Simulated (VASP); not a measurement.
# Ca2Ta3O in VASP: single point with PBE

Aim: the single point of Ca2Ta3O with PBE.

Program: VASP 6.6.1. These are calculated values, not measurements. Logs are shortened: lines on timing, memory, paths and dates and some standing lists are left out, and cuts for length are marked.

## (1) The cell of the first run

The typed cell holds 6 atoms: a = 5.329 Å, b = 5.329 Å, c = 5.960 Å, α = 90.00°, β = 90.00°, γ = 120.00°.

## (2) Single point, PBE

INCAR

```
PREC = Accurate
ENCUT = 520
EDIFF = 1E-6
ISMEAR = 0
SIGMA = 0.1
LREAL = False
LASPH = True
NELM = 100
ALGO = Normal
ISIF = 2
LWAVE = False
LCHARG = True
GGA = PE
LELF = True
LVHAR = True
NBANDS = 38
```

KPOINTS

```
regular mesh
0
Gamma
  6 6 4
```

POSCAR

```
Ca2Ta3O
1.0
    5.3291103522     -0.0000000028      0.0000000000
   -2.6645551737      4.6151449460      0.0000000000
    0.0000000000      0.0000000000      5.9603226379
Ca Ta O
2 3 1
Direct
    0.3333333333      0.6666666667      0.5309171794
    0.6666666667      0.3333333333      0.5309171794
    0.5000000000      0.0000000000      0.0309436334
    0.0000000000      0.5000000000      0.0309436334
    0.5000000000      0.5000000000      0.0309436334
    0.0000000000      0.0000000000      1.0309144308
```

Potentials or basis: VASP PAW PBE potentials, release 64 (Ca_sv, Ta_pv, O).

Launch:

```
> cat potpaw_PBE.64/Ca_sv/POTCAR potpaw_PBE.64/Ta_pv/POTCAR potpaw_PBE.64/O/POTCAR > POTCAR
> mpirun -np 1 vasp_std > vasp.out
```

OUTCAR:

```text
PREC = Accurate
   ENCUT = 520
   EDIFF = 1E-6
   ISMEAR = 0
   LREAL = False
   LASPH = True
   NELM = 100
   ISIF = 2
   GGA = PE

 ion  position               nearest neighbor table
   1  0.333  0.667  0.531-   2 3.08   2 3.08   2 3.08   4 3.35   3 3.35   5 3.35   4 3.35   3 3.35
                             5 3.35
   2  0.667  0.333  0.531-   1 3.08   1 3.08   1 3.08   4 3.35   3 3.35   5 3.35   4 3.35   3 3.35
                             5 3.35
   3  0.500  0.000  0.031-   4 2.66   4 2.66   5 2.66   5 2.66   6 2.66   6 2.66   1 3.35   2 3.35
                             2 3.35   1 3.35
   4  0.000  0.500  0.031-   5 2.66   5 2.66   3 2.66   3 2.66   6 2.66   6 2.66   1 3.35   2 3.35
                             2 3.35   1 3.35
   5  0.500  0.500  0.031-   4 2.66   4 2.66   3 2.66   3 2.66   6 2.66   6 2.66   1 3.35   2 3.35
                             2 3.35   1 3.35
   6  0.000  0.000  0.031-   3 2.66   3 2.66   5 2.66   5 2.66   4 2.66   4 2.66

  LATTYP: Found a hexagonal cell.
 ALAT       =     5.3291103522
 C/A-ratio  =     1.1184460902

  Lattice vectors:

 A1 = (   5.3291103522,  -0.0000000028,   0.0000000000)
 A2 = (  -2.6645551737,   4.6151449460,   0.0000000000)
 A3 = (   0.0000000000,   0.0000000000,   5.9603226379)

Analysis of symmetry for initial positions (statically):
=====================================================================
 Subroutine PRICEL returns:
 Original cell was already a primitive cell.

 Routine SETGRP: Setting up the symmetry group for a
 hexagonal supercell.

 Subroutine GETGRP returns: Found 12 space group operations
 (whereof 12 operations were pure point group operations)
 out of a pool of 24 trial point group operations.

The static configuration has the point symmetry C_6v.

Analysis of symmetry for dynamics (positions and initial velocities):
=====================================================================
 Subroutine PRICEL returns:
 Original cell was already a primitive cell.

 Routine SETGRP: Setting up the symmetry group for a
 hexagonal supercell.

 Subroutine GETGRP returns: Found 12 space group operations
 (whereof 12 operations were pure point group operations)
 out of a pool of 24 trial point group operations.

The dynamic configuration has the point symmetry C_6v.

 Subroutine INISYM returns: Found 12 space group operations
 (whereof 12 operations are pure point group operations),
 and found     1 'primitive' translations

----------------------------------------------------------------------------------------

                                     Primitive cell

  volume of cell :     146.5919

  direct lattice vectors                    reciprocal lattice vectors
     5.329110352 -0.000000003  0.000000000     0.187648582  0.108338959  0.000000000
    -2.664555174  4.615144946  0.000000000     0.000000000  0.216677918  0.000000000
     0.000000000  0.000000000  5.960322638     0.000000000  0.000000000  0.167776153

  length of vectors
     5.329110352  5.329110352  5.960322638     0.216677918  0.216677918  0.167776153

  position of ions in fractional coordinates (direct lattice)
     0.333333333  0.666666667  0.530917179
     0.666666667  0.333333333  0.530917179
     0.500000000  1.000000000  0.030943633
     0.000000000  0.500000000  0.030943633
     0.500000000  0.500000000  0.030943633
     0.000000000  0.000000000  0.030914431

  ion indices of the primitive-cell ions
   primitive index   ion index
                 1           1
                 2           2
                 3           3
                 4           4
                 5           5
                 6           6

----------------------------------------------------------------------------------------

 KPOINTS: regular mesh

Automatic generation of k-mesh.
 Grid dimensions read from file:
 generate k-points for:    6    6    4

 Generating k-lattice:

  Cartesian coordinates                     Fractional coordinates (reciprocal lattice)
     0.031274764  0.018056493  0.000000000     0.166666667  0.000000000  0.000000000
     0.000000000  0.036112986  0.000000000    -0.000000000  0.166666667  0.000000000
     0.000000000  0.000000000  0.041944038     0.000000000  0.000000000  0.250000000

  Length of vectors
     0.036112986  0.036112986  0.041944038

  Shift w.r.t. Gamma in fractional coordinates (k-lattice)
     0.000000000  0.000000000  0.000000000

 Subroutine IBZKPT returns following result:
 ===========================================

 Found     21 irreducible k-points:

 Following reciprocal coordinates:
            Coordinates               Weight
  0.000000  0.000000  0.000000      1.000000
  0.166667 -0.000000  0.000000      6.000000
  0.333333 -0.000000  0.000000      6.000000
  0.500000 -0.000000  0.000000      3.000000
  0.166667  0.166667  0.000000      6.000000
  0.333333  0.166667  0.000000     12.000000
[... 13 lines left out ...]
  0.333333  0.166667  0.500000     12.000000
  0.333333  0.333333  0.500000      2.000000
   k-points           NKPTS =     21   k-points in BZ     NKDIM =     21   number of bands    NBANDS=     38
   number of dos      NEDOS =    301   number of ions     NIONS =      6
   total plane-waves  NPLWV =  76800
   dimension x,y,z NGX =    40 NGY =   40 NGZ =   48
   dimension x,y,z NGXF=    80 NGYF=   80 NGZF=   96
   ions per type =               2   3   1
   NGX,Y,Z   is equivalent  to a cutoff of  12.48, 12.48, 13.39 a.u.
   NGXF,Y,Z  is equivalent  to a cutoff of  24.96, 24.96, 26.78 a.u.
 SYSTEM =  unknown system
   PREC   = accura    normal or accurate (medium, high low for compatibility)
   ISTART =      0    job   : 0-new  1-cont  2-samecut
   ICHARG =      2    charge: 1-file 2-atom 10-const
   ISPIN  =      1    spin polarized calculation?
   LNONCOLLINEAR =      F non collinear calculations
   LSORBIT =      F    spin-orbit coupling
   LASPH  =      T    aspherical Exc in radial PAW
   ENCUT  =  520.0 eV  38.22 Ry    6.18 a.u.   9.91  9.91 11.08*2*pi/ulx,y,z
   NELM   =    100;   NELMIN=  2; NELMDL= -5     # of ELM steps
   EDIFF  = 0.1E-05   stopping-criterion for ELM
   LREAL  =      F    real-space projection
   EDIFFG = 0.1E-04   stopping-criterion for IOM
   NSW    =      0    number of steps for IOM
   IBRION =     -1    ionic relax: 0-MD 1-quasi-New 2-CG
   NFREE  =      0    steps in history (QN), initial steepest desc. (CG)
   ISIF   =      2    stress and relaxation
   ISYM   =      2    0-nonsym 1-usesym 2-fastsym
   POTIM  = 0.5000    time-step for ionic-motion
   TEBEG  =    0.0;   TEEND  =   0.0 temperature during run
   PSTRESS=    0.0 pullay stress
   NELECT =      59.0000    total number of electrons
   NUPDOWN=      -1.0000    fix difference up-down
   EMIN   =  10.00;   EMAX   =-10.00  energy-range for DOS
   EFERMI =   0.00;   METHOD = LEGACY
   ISMEAR =     0;   SIGMA  =   0.10  broadening in eV -4-tet -1-fermi 0-gaus
   EFERMI_NEDOS =   21; number of points for ismear=-14 and -15
   IALGO  =     38    algorithm
   IMIX   =      4    mixing-type and parameters
     AMIX     =   0.40;   BMIX     =  1.00
     AMIX_MAG =   1.60;   BMIX_MAG =  1.00
  volume/ion in A,a.u.               =      24.43       164.88
  Fermi-wavevector in a.u.,A,eV,Ry     =   1.208710  2.284131 19.877848  1.460981
  Thomas-Fermi vector in A             =   2.344310
   LORBIT       =      0    0 simple, 1 ext, 2 COOP (PROOUT), +10 PAW based schemes
   GGA     = PE    functional components
   LHFCALC =     F    Hartree Fock is set to
   AEXX    =    0.0000 exact exchange contribution
   IVDW    =     0    specifies the selected vdW correction
   LEPSILON=     F    determine dielectric tensor
   LRPA    =     F    only Hartree local field effects (RPA)
 non-spin polarized calculation
 Gauss-broadening in eV      SIGMA  =   0.10
  energy-cutoff  :      520.00
  volume of cell :      146.59
 maximum number of plane-waves:      3983
 NGX is ok and might be reduce to    40
   NGX = 19   NGY = 19   NGZ = 23

 number of electron      58.9999997 magnetization

 Free energy of the ion-electron system (eV)
  ---------------------------------------------------
  ext. energy  EPLUGINS =         0.00000000
  ---------------------------------------------------
  free energy    TOTEN  =       -39.35669780 eV

  energy without entropy =      -39.29996554  energy(sigma->0) =      -39.32833167

 E-fermi :   3.0952     XC(G=0):  -9.6942

 val. band max:        3.0680016335   @ k =   0.5000  -0.0000   0.0000
 cond. band min:       3.0989336637   @ k =   0.1667   0.1667   0.2500
 fundamental gap:      0.0309320301
 Fermi energy:         3.0951558495

 k-point     1 :       0.0000    0.0000    0.0000
  band No.  band energies     occupation
      1     -38.1703      2.00000
      2     -38.0421      2.00000
      3     -32.2559      2.00000
      4     -31.7817      2.00000
      5     -31.7817      2.00000
      6     -31.2537      2.00000
[... 30 lines left out ...]
     37       4.9955      0.00000
     38       4.9955      0.00000

 k-point     2 :       0.1667   -0.0000    0.0000
  band No.  band energies     occupation
      1     -38.1628      2.00000
      2     -38.0497      2.00000
      3     -32.1686      2.00000
      4     -31.7651      2.00000
      5     -31.7196      2.00000
      6     -31.2387      2.00000
[... 30 lines left out ...]
     37       4.8907      0.00000
     38       5.0398      0.00000

 k-point     3 :       0.3333   -0.0000    0.0000
  band No.  band energies     occupation
      1     -38.1435      2.00000
      2     -38.0694      2.00000
      3     -31.9941      2.00000
      4     -31.6530      2.00000
      5     -31.5504      2.00000
      6     -31.1996      2.00000
[... 30 lines left out ...]
     37       5.0933      0.00000
[... 658 lines left out ...]
 k-point    20 :       0.3333    0.1667    0.5000
  band No.  band energies     occupation
      1     -38.1282      2.00000
      2     -38.0852      2.00000
      3     -31.8632      2.00000
      4     -31.6124      2.00000
      5     -31.3329      2.00000
      6     -31.2873      2.00000
[... 30 lines left out ...]
     37       4.9308      0.00000
     38       5.6640      0.00000

 k-point    21 :       0.3333    0.3333    0.5000
  band No.  band energies     occupation
      1     -38.1068      2.00000
      2     -38.1068      2.00000
      3     -31.6110      2.00000
      4     -31.6077      2.00000
      5     -31.6077      2.00000
      6     -31.1238      2.00000
[... 30 lines left out ...]
     37       4.8440      0.00000
     38       5.3690      0.00000

------------------------ aborting loop because EDIFF is reached ----------------------------------------

  FORCE on cell =-STRESS in cart. coord.  units (eV):
  Direction    XX          YY          ZZ          XY          YZ          ZX
  --------------------------------------------------------------------------------------
  -------------------------------------------------------------------------------------
  Total        0.0745087      0.0745087      0.2438738     -0.0000000      0.0000000      0.0000000
  in kB        0.8143436      0.8143436      2.6654215     -0.0000000      0.0000000      0.0000000
  external PRESSURE =       1.4313696 kB  Pullay stress =       0.0000000 kB

 VOLUME and BASIS-vectors are now :
 -----------------------------------------------------------------------------
  energy-cutoff  :      520.00
  volume of cell :      146.59
      direct lattice vectors                 reciprocal lattice vectors
     5.329110352 -0.000000003  0.000000000     0.187648582  0.108338959  0.000000000
    -2.664555174  4.615144946  0.000000000     0.000000000  0.216677918  0.000000000
     0.000000000  0.000000000  5.960322638     0.000000000  0.000000000  0.167776153

 POSITION                                       TOTAL-FORCE (eV/Angst)
 -----------------------------------------------------------------------------------
      0.00000      3.07676      3.16444         0.000000     -0.000000      0.000676
      2.66456      1.53838      3.16444        -0.000000      0.000000      0.000676
      2.66456     -0.00000      0.18443        -0.000000     -0.000000     -0.000496
     -1.33228      2.30757      0.18443        -0.000000      0.000000     -0.000496
      1.33228      2.30757      0.18443        -0.000000     -0.000000     -0.000496
      0.00000      0.00000      0.18426        -0.000000     -0.000000      0.000136
 -----------------------------------------------------------------------------------
    total drift:                                0.000000      0.000000     -0.000180

  FREE ENERGIE OF THE ION-ELECTRON SYSTEM (eV)
  ---------------------------------------------------
  free  energy   TOTEN  =       -39.3566978025 eV

  energy  without entropy=      -39.2999655412  energy(sigma->0) =      -39.32833167
```

It used 110 s of CPU time on 1 thread of AMD EPYC 7R13 Processor (Zen 3), on a shared host.

Results:

```
Free energy : -39.3567 eV
Pressure    : 0.1 GPa
```

Levels at points of the mesh, in eV from the Fermi level:
```tsv
k point	band 25	band 26	band 27	band 28	band 29	band 30	band 31	band 32	band 33	band 34
(0.00, 0.00, 0.00)	-2.64	-2.64	-0.89	-0.89	-0.48	0.38	0.38	0.87	0.93	1.71
(0.50, 0.00, 0.00)	-1.71	-0.63	-0.56	-0.12	-0.03	0.13	0.21	0.47	0.48	1.33
(0.00, 0.00, 0.50)	-2.70	-1.93	-1.50	-0.96	-0.96	-0.31	-0.07	-0.07	1.57	2.15
(0.50, 0.00, 0.50)	-1.81	-1.14	-0.53	-0.45	-0.03	0.12	0.18	0.44	0.80	1.24
```

Caveat: spin-orbit coupling is left out, which moves the levels of the heavy elements; an odd number of electrons without spin polarisation forces a metal; a magnetic or distorted state may lie lower.
